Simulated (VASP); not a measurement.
# HfB2 (P6/mmm) in VASP: single point with PBE

Aim: the single point of HfB2 with PBE.

Program: VASP 6.6.1. These are calculated values, not measurements. Logs are shortened: lines on timing, memory, paths and dates and some standing lists are left out, and cuts for length are marked.

## 1. The cell of the first run

It takes space group P6/mmm (No. 191, hexagonal). The conventional cell has a = 3.140 Å, b = 3.140 Å, c = 3.480 Å, α = 90.00°, β = 90.00°, γ = 120.00°. Hf (site symmetry 6/mmm) has 12 B at 2.51 Å and 6 Hf at 3.14 Å within 3.3 Å. Within 2.4 Å of B (site symmetry -6m2) lie 3 B at 1.81 Å.

## 2. Single point, PBE

INCAR reads:

```
SYSTEM = HfB2
PREC = Accurate
ENCUT = 500
EDIFF = 1E-6
ISMEAR = -1
SIGMA = 0.1
LREAL = .False.
LASPH = .True.
NELM = 120
ALGO = Normal
ISIF = 2
LWAVE = .False.
LCHARG = .True.
GGA = PE
LELF = .True.
LVHAR = .True.
NBANDS = 44
GGA_COMPAT = .False.
```

KPOINTS reads:

```
regular mesh
0
Gamma
  3 3 4
  0 0 0
```

POSCAR reads:

```
HfB2
1.0
    6.2800002680      0.0000000000      0.0000000000
   -3.1400001340      5.4386397679      0.0000000000
    0.0000000000      0.0000000000      3.4800000000
Hf B
4 8
Direct
    0.0000000000      0.0000000000      0.0000000000
    0.0000000000      0.5000000000      0.0000000000
    0.5000000000      0.0000000000      0.0000000000
    0.5000000000      0.5000000000      0.0000000000
    0.1666666667      0.3333333333      0.5000000000
    0.3333333333      0.1666666667      0.5000000000
    0.1666666667      0.8333333333      0.5000000000
    0.3333333333      0.6666666667      0.5000000000
    0.6666666667      0.3333333333      0.5000000000
    0.8333333333      0.1666666667      0.5000000000
    0.6666666667      0.8333333333      0.5000000000
    0.8333333333      0.6666666667      0.5000000000
```

Potentials or basis: VASP PAW PBE potentials, release 64 (Hf_pv, B).

Launch:

```bash
$ cat potpaw_PBE.64/Hf_pv/POTCAR potpaw_PBE.64/B/POTCAR > POTCAR
$ mpirun -np 1 vasp_std > vasp.out
```

OUTCAR:

```text
SYSTEM = HfB2
   PREC = Accurate
   ENCUT = 500
   EDIFF = 1E-6
   ISMEAR = -1
   LREAL = .False.
   LASPH = .True.
   NELM = 120
   ISIF = 2
   GGA = PE

 ion  position               nearest neighbor table
   1  0.000  0.000  0.000-   6 2.51  11 2.51   6 2.51  11 2.51   5 2.51   5 2.51  12 2.51  12 2.51
                             7 2.51  10 2.51   7 2.51  10 2.51   3 3.14   3 3.14   4 3.14   2 3.14
   2  0.000  0.500  0.000-   8 2.51   9 2.51   8 2.51   9 2.51   7 2.51   7 2.51  10 2.51  10 2.51
                            12 2.51   5 2.51   5 2.51  12 2.51   4 3.14   4 3.14   1 3.14   1 3.14
   3  0.500  0.000  0.000-   7 2.51  10 2.51   7 2.51  10 2.51   9 2.51   8 2.51   9 2.51   8 2.51
                            11 2.51   6 2.51   6 2.51  11 2.51   1 3.14   1 3.14   4 3.14   4 3.14
   4  0.500  0.500  0.000-   5 2.51  12 2.51   5 2.51  12 2.51  11 2.51   6 2.51  11 2.51   6 2.51
                             8 2.51   9 2.51   8 2.51   9 2.51   2 3.14   2 3.14   3 3.14   3 3.14
   5  0.167  0.333  0.500-   6 1.81  10 1.81   8 1.81   4 2.51   4 2.51   1 2.51   1 2.51   2 2.51
                             2 2.51
   6  0.333  0.167  0.500-   5 1.81   9 1.81   7 1.81   1 2.51   1 2.51   4 2.51   4 2.51   3 2.51
                             3 2.51
   7  0.167  0.833  0.500-   8 1.81  12 1.81   6 1.81   3 2.51   3 2.51   2 2.51   2 2.51   1 2.51
                             1 2.51
   8  0.333  0.667  0.500-   7 1.81  11 1.81   5 1.81   2 2.51   2 2.51   3 2.51   3 2.51   4 2.51
                             4 2.51
   9  0.667  0.333  0.500-  10 1.81   6 1.81  12 1.81   2 2.51   2 2.51   3 2.51   3 2.51   4 2.51
                             4 2.51
  10  0.833  0.167  0.500-   9 1.81   5 1.81  11 1.81   3 2.51   3 2.51   2 2.51   2 2.51   1 2.51
                             1 2.51
  11  0.667  0.833  0.500-  12 1.81   8 1.81  10 1.81   1 2.51   1 2.51   4 2.51   4 2.51   3 2.51
                             3 2.51
  12  0.833  0.667  0.500-  11 1.81   7 1.81   9 1.81   4 2.51   4 2.51   1 2.51   1 2.51   2 2.51
                             2 2.51

  LATTYP: Found a hexagonal cell.
 ALAT       =     6.2800002680
 C/A-ratio  =     0.5541401037

  Lattice vectors:

 A1 = (   6.2800002680,   0.0000000000,   0.0000000000)
 A2 = (  -3.1400001340,   5.4386397679,   0.0000000000)
 A3 = (   0.0000000000,   0.0000000000,   3.4800000000)

Analysis of symmetry for initial positions (statically):
=====================================================================
 Subroutine PRICEL returns following result:

  LATTYP: Found a hexagonal cell.
 ALAT       =     3.1400001340
 C/A-ratio  =     1.1082802075

  Lattice vectors:

 A1 = (   3.1400001340,   0.0000000000,   0.0000000000)
 A2 = (  -1.5700000670,   2.7193198840,   0.0000000000)
 A3 = (   0.0000000000,   0.0000000000,   3.4800000000)

   4 primitive cells build up your supercell.

 Routine SETGRP: Setting up the symmetry group for a
 hexagonal supercell.

 Subroutine GETGRP returns: Found 24 space group operations
 (whereof 24 operations were pure point group operations)
 out of a pool of 24 trial point group operations.

The static configuration has the point symmetry D_6h.

Analysis of symmetry for dynamics (positions and initial velocities):
=====================================================================
 Subroutine PRICEL returns following result:

  LATTYP: Found a hexagonal cell.
 ALAT       =     3.1400001340
 C/A-ratio  =     1.1082802075

  Lattice vectors:

 A1 = (   3.1400001340,   0.0000000000,   0.0000000000)
 A2 = (  -1.5700000670,   2.7193198840,   0.0000000000)
 A3 = (   0.0000000000,   0.0000000000,   3.4800000000)

   4 primitive cells build up your supercell.

 Routine SETGRP: Setting up the symmetry group for a
 hexagonal supercell.

 Subroutine GETGRP returns: Found 24 space group operations
 (whereof 24 operations were pure point group operations)
 out of a pool of 24 trial point group operations.

The dynamic configuration has the point symmetry D_6h.

 Subroutine INISYM returns: Found 24 space group operations
 (whereof 24 operations are pure point group operations),
 and found     4 'primitive' translations

----------------------------------------------------------------------------------------

                                     Primitive cell

  volume of cell :      29.7146

  direct lattice vectors                    reciprocal lattice vectors
     3.140000134  0.000000000  0.000000000     0.318471324  0.183869505  0.000000000
    -1.570000067  2.719319884  0.000000000     0.000000000  0.367739009  0.000000000
     0.000000000  0.000000000  3.480000000     0.000000000  0.000000000  0.287356322

  length of vectors
     3.140000134  3.140000134  3.480000000     0.367739009  0.367739009  0.287356322

  position of ions in fractional coordinates (direct lattice)
     0.000000000  0.000000000  0.000000000
     0.333333333  0.666666667  0.500000000
     0.666666667  0.333333333  0.500000000

  ion indices of the primitive-cell ions
   primitive index   ion index
                 1           1
                 2           7
                 3          10

----------------------------------------------------------------------------------------

 KPOINTS: regular mesh

Automatic generation of k-mesh.
 Grid dimensions read from file:
 generate k-points for:    3    3    4

 Generating k-lattice:

  Cartesian coordinates                     Fractional coordinates (reciprocal lattice)
     0.053078554  0.030644917  0.000000000     0.333333333 -0.000000000  0.000000000
     0.000000000  0.061289835  0.000000000     0.000000000  0.333333333  0.000000000
     0.000000000  0.000000000  0.071839080     0.000000000  0.000000000  0.250000000

  Length of vectors
     0.061289835  0.061289835  0.071839080

  Shift w.r.t. Gamma in fractional coordinates (k-lattice)
     0.000000000  0.000000000  0.000000000

 Subroutine IBZKPT returns following result:
 ===========================================

 Found      9 irreducible k-points:

 Following reciprocal coordinates:
            Coordinates               Weight
  0.000000  0.000000  0.000000      1.000000
  0.333333  0.000000  0.000000      6.000000
  0.333333  0.333333  0.000000      2.000000
  0.000000  0.000000  0.250000      2.000000
  0.333333  0.000000  0.250000     12.000000
  0.333333  0.333333  0.250000      4.000000
  0.000000  0.000000  0.500000      1.000000
  0.333333  0.000000  0.500000      6.000000
  0.333333  0.333333  0.500000      2.000000
   k-points           NKPTS =      9   k-points in BZ     NKDIM =      9   number of bands    NBANDS=     44
   number of dos      NEDOS =    301   number of ions     NIONS =     12
   total plane-waves  NPLWV =  64512
   dimension x,y,z NGX =    48 NGY =   48 NGZ =   28
   dimension x,y,z NGXF=    96 NGYF=   96 NGZF=   56
   ions per type =               4   8
   NGX,Y,Z   is equivalent  to a cutoff of  12.71, 12.71, 13.38 a.u.
   NGXF,Y,Z  is equivalent  to a cutoff of  25.41, 25.41, 26.75 a.u.
 SYSTEM =  HfB2
   PREC   = accura    normal or accurate (medium, high low for compatibility)
   ISTART =      0    job   : 0-new  1-cont  2-samecut
   ICHARG =      2    charge: 1-file 2-atom 10-const
   ISPIN  =      1    spin polarized calculation?
   LNONCOLLINEAR =      F non collinear calculations
   LSORBIT =      F    spin-orbit coupling
   LASPH  =      T    aspherical Exc in radial PAW
   ENCUT  =  500.0 eV  36.75 Ry    6.06 a.u.  11.45 11.45  6.34*2*pi/ulx,y,z
   NELM   =    120;   NELMIN=  2; NELMDL= -5     # of ELM steps
   EDIFF  = 0.1E-05   stopping-criterion for ELM
   LREAL  =      F    real-space projection
   EDIFFG = 0.1E-04   stopping-criterion for IOM
   NSW    =      0    number of steps for IOM
   IBRION =     -1    ionic relax: 0-MD 1-quasi-New 2-CG
   NFREE  =      0    steps in history (QN), initial steepest desc. (CG)
   ISIF   =      2    stress and relaxation
   ISYM   =      2    0-nonsym 1-usesym 2-fastsym
   POTIM  = 0.5000    time-step for ionic-motion
   TEBEG  =    0.0;   TEEND  =   0.0 temperature during run
   PSTRESS=    0.0 pullay stress
   NELECT =      64.0000    total number of electrons
   NUPDOWN=      -1.0000    fix difference up-down
   EMIN   =  10.00;   EMAX   =-10.00  energy-range for DOS
   EFERMI =   0.00;   METHOD = LEGACY
   ISMEAR =    -1;   SIGMA  =   0.10  broadening in eV -4-tet -1-fermi 0-gaus
   EFERMI_NEDOS =   21; number of points for ismear=-14 and -15
   IALGO  =     38    algorithm
   IMIX   =      4    mixing-type and parameters
     AMIX     =   0.40;   BMIX     =  1.00
     AMIX_MAG =   1.60;   BMIX_MAG =  1.00
  volume/ion in A,a.u.               =       9.90        66.84
  Fermi-wavevector in a.u.,A,eV,Ry     =   1.331860  2.516850 24.134692  1.773850
  Thomas-Fermi vector in A             =   2.460838
   LORBIT       =      0    0 simple, 1 ext, 2 COOP (PROOUT), +10 PAW based schemes
   GGA     = PE    functional components
   LHFCALC =     F    Hartree Fock is set to
   AEXX    =    0.0000 exact exchange contribution
   IVDW    =     0    specifies the selected vdW correction
   LEPSILON=     F    determine dielectric tensor
   LRPA    =     F    only Hartree local field effects (RPA)
 non-spin polarized calculation
  energy-cutoff  :      500.00
  volume of cell :      118.86
 maximum number of plane-waves:      3042
 NGX is ok and might be reduce to    48
   NGX = 23   NGY = 23   NGZ = 13

 number of electron      63.9999990 magnetization

 Free energy of the ion-electron system (eV)
  ---------------------------------------------------
  ext. energy  EPLUGINS =         0.00000000
  ---------------------------------------------------
  free energy    TOTEN  =      -105.44070154 eV

  energy without entropy =     -105.37887297  energy(sigma->0) =     -105.40978726

 E-fermi :   7.2958     XC(G=0): -12.5971

 val. band max:        6.9742819174   @ k =   0.3333   0.0000   0.0000
 cond. band min:       7.3740227321   @ k =   0.3333   0.0000   0.0000
 fundamental gap:      0.3997408148
 Fermi energy:         7.2958258788

 k-point     1 :       0.0000    0.0000    0.0000
  band No.  band energies     occupation
      1     -23.2163      2.00000
      2     -23.2163      2.00000
      3     -23.2163      2.00000
      4     -22.9749      2.00000
      5     -22.8420      2.00000
      6     -22.8420      2.00000
[... 36 lines left out ...]
     43      12.6564      0.00000
     44      12.6597      0.00000

 k-point     2 :       0.3333    0.0000    0.0000
  band No.  band energies     occupation
      1     -23.1218      2.00000
      2     -23.1218      2.00000
      3     -23.0360      2.00000
      4     -22.9421      2.00000
      5     -22.8756      2.00000
      6     -22.8421      2.00000
[... 36 lines left out ...]
     43      12.0180      0.00000
     44      12.2851      0.00000

 k-point     3 :       0.3333    0.3333    0.0000
  band No.  band energies     occupation
      1     -22.9892      2.00000
      2     -22.9892      2.00000
      3     -22.9072      2.00000
      4     -22.9072      2.00000
      5     -22.9072      2.00000
      6     -22.8923      2.00000
[... 271 lines left out ...]
     43      12.7477      0.00000
     44      13.4266      0.00000

 k-point     9 :       0.3333    0.3333    0.5000
  band No.  band energies     occupation
      1     -23.1413      2.00000
      2     -23.1413      2.00000
      3     -23.1413      2.00000
      4     -23.0529      2.00000
      5     -22.9503      2.00000
      6     -22.9503      2.00000
[... 36 lines left out ...]
     43      12.2289      0.00000
     44      12.2289      0.00000

------------------------ aborting loop because EDIFF is reached ----------------------------------------

  FORCE on cell =-STRESS in cart. coord.  units (eV):
  Direction    XX          YY          ZZ          XY          YZ          ZX
  --------------------------------------------------------------------------------------
  -------------------------------------------------------------------------------------
  Total        1.4540533      1.4540533     -0.1915019      0.0000000     -0.0000000      0.0000000
  in kB       19.6002550     19.6002550     -2.5813947      0.0000000     -0.0000000      0.0000000
  external PRESSURE =      12.2063718 kB  Pullay stress =       0.0000000 kB

 VOLUME and BASIS-vectors are now :
 -----------------------------------------------------------------------------
  energy-cutoff  :      500.00
  volume of cell :      118.86
      direct lattice vectors                 reciprocal lattice vectors
     6.280000268  0.000000000  0.000000000     0.159235662  0.091934752  0.000000000
    -3.140000134  5.438639768  0.000000000     0.000000000  0.183869505  0.000000000
     0.000000000  0.000000000  3.480000000     0.000000000  0.000000000  0.287356322

 POSITION                                       TOTAL-FORCE (eV/Angst)
 -----------------------------------------------------------------------------------
      0.00000      0.00000      0.00000         0.000000     -0.000000     -0.000000
     -1.57000      2.71932      0.00000         0.000000     -0.000000      0.000000
      3.14000      0.00000      0.00000         0.000000     -0.000000     -0.000000
      1.57000      2.71932      0.00000         0.000000     -0.000000     -0.000000
      0.00000      1.81288      1.74000         0.000000     -0.000000      0.000000
      1.57000      0.90644      1.74000         0.000000      0.000000     -0.000000
     -1.57000      4.53220      1.74000         0.000000     -0.000000     -0.000000
     -0.00000      3.62576      1.74000        -0.000000      0.000000     -0.000000
      3.14000      1.81288      1.74000         0.000000     -0.000000      0.000000
      4.71000      0.90644      1.74000        -0.000000      0.000000      0.000000
      1.57000      4.53220      1.74000        -0.000000     -0.000000      0.000000
      3.14000      3.62576      1.74000        -0.000000      0.000000     -0.000000
 -----------------------------------------------------------------------------------
    total drift:                               -0.000000      0.000000      0.000000

  FREE ENERGIE OF THE ION-ELECTRON SYSTEM (eV)
  ---------------------------------------------------
  free  energy   TOTEN  =      -105.4407015433 eV

  energy  without entropy=     -105.3788729683  energy(sigma->0) =     -105.40978726
```

It took 44 s on 1 thread of Intel Xeon Platinum 8488C (Sapphire Rapids), shared host; peak memory 0.25 GiB.

Results:

| Quantity | Value |
| --- | --- |
| Free energy | -105.4407 eV |
| Pressure | 1.2 GPa |
| Band gap on the k mesh | zero (bands 32 and 33 overlap by 0.61 eV) |

Caveat: the k points lie up to 0.45 Å⁻¹ apart, too coarse for converged energies and pressures of a metal; spin-orbit coupling is left out, which moves the levels of the heavy elements.
